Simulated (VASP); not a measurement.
Wanted: the native input for a VASP 6.6.1 run.

```
Task                   : single point
Functional             : r2SCAN
Potentials or basis    : VASP PAW PBE potentials, release 64 (Ag)
Cutoff                 : 520 eV
k mesh                 : 18 × 18 × 12
Occupations            : gaussian, width 0.1 eV
Spin                   : no spin polarisation
Dipole correction      : no
Further INCAR settings : ALGO = Normal; EDIFF = 1e-06; NBANDS = 18
```

The system is Ag.

```
CELL_PARAMETERS angstrom
1.99061 1.99061 0.00000
-1.99061 1.99061 0.00000
0.00000 0.00000 3.98123
ATOMIC_POSITIONS crystal
Ag 0.00000 0.00000 0.00000
Ag 0.50000 0.50000 0.50000
```

This cell differs from its parent crystal: equal strain along all axes, cell held: -3.0 %.

The input as run:

POSCAR

```
Ag
1.0
    1.9906128352      1.9906128352      0.0000000000
   -1.9906128352      1.9906128352      0.0000000000
    0.0000000000      0.0000000000      3.9812256704
Ag
2
Direct
    0.0000000000      0.0000000000      0.0000000000
    0.5000000000      0.5000000000      0.5000000000
```

INCAR.step1

```
ALGO = Normal
EDIFF = 1E-4
ENCUT = 520
GGA = PE
ISMEAR = 0
LASPH = T
LCHARG = F
LREAL = F
LWAVE = T
NBANDS = 18
NELM = 60
PREC = Accurate
SIGMA = 0.1
```

INCAR.step2

```
ALGO = Normal
EDIFF = 1E-6
ENCUT = 520
ISIF = 2
ISMEAR = 0
ISTART = 1
LASPH = T
LCHARG = T
LELF = T
LMIXTAU = T
LREAL = F
LVHAR = T
LWAVE = F
METAGGA = R2SCAN
NBANDS = 18
NELM = 60
PREC = Accurate
SIGMA = 0.1
```

KPOINTS

```
k-points
0
Gamma
  18 18 12
```

Potentials or basis: VASP PAW PBE potentials, release 64 (Ag).

Command:

```console
$ cat potpaw_PBE.64/Ag/POTCAR > POTCAR
$ cp INCAR.step1 INCAR
$ mpirun -np 1 vasp_std > vasp.out
$ cp INCAR.step2 INCAR
$ mpirun -np 1 vasp_std > vasp.out
```

Results of the run:

- Pressure: 12.6 GPa
- Band gap on the k mesh: zero (bands 11 and 12 overlap by 10.34 eV)

Caveat: the cell differs from its parent crystal (equal strain along all axes, cell held: -3.0 %); the cell stands under pressure; the PAW data sets were made with another functional, which shifts forces and pressure a little.

Run time: 10 min on 1 thread of Intel Xeon 8259CL (shared host), peak memory 0.3 GiB.
